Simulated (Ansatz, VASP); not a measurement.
## One calculation of Al2O3, two programs

```xyz
10
Lattice="1.3370 -4.4771 0.0000 1.3370 4.4771 0.0000 0.0000 0.0000 7.0450" Properties=species:S:1:pos:R:3 pbc="T T T"
Al    0.0000    0.0000    3.5225
Al    1.3370    2.2742    5.2838
Al    1.3370   -2.2742    1.7613
Al    0.0000    0.0000    0.0000
O     1.3370   -1.1927    6.4810
O     1.3370   -3.5159    5.2838
O     1.3370    1.1927    0.5640
O     1.3370    1.1927    2.9585
O     1.3370    3.5159    1.7613
O     1.3370   -1.1927    4.0865
```

Alike in both runs: task relaxation of the atoms; functional LDA; k mesh 7 × 7 × 3; no spin polarisation.

|  | VASP | Ansatz |
| --- | --- | --- |
| version | VASP 6.6.1 | Ansatz 0.2.0 |
| potentials or method | VASP PAW LDA potentials, release 64 (Al, O) | plane waves, PAW |
| plane-wave cutoff (eV) | 520 | 420 |
| occupations | gaussian, width 0.01 eV | fixed |
| valence electrons in the cell | 48 | 48 |

|  | VASP | Ansatz | Ansatz less VASP |
| --- | --- | --- | --- |
| gap on the k mesh at the Fermi level, each at its own relaxed structure (eV) | 4.25 | 4.25 | +0.007 |

LDA's correlation is that of Perdew and Zunger in VASP and of Perdew and Wang (1992) in Ansatz.
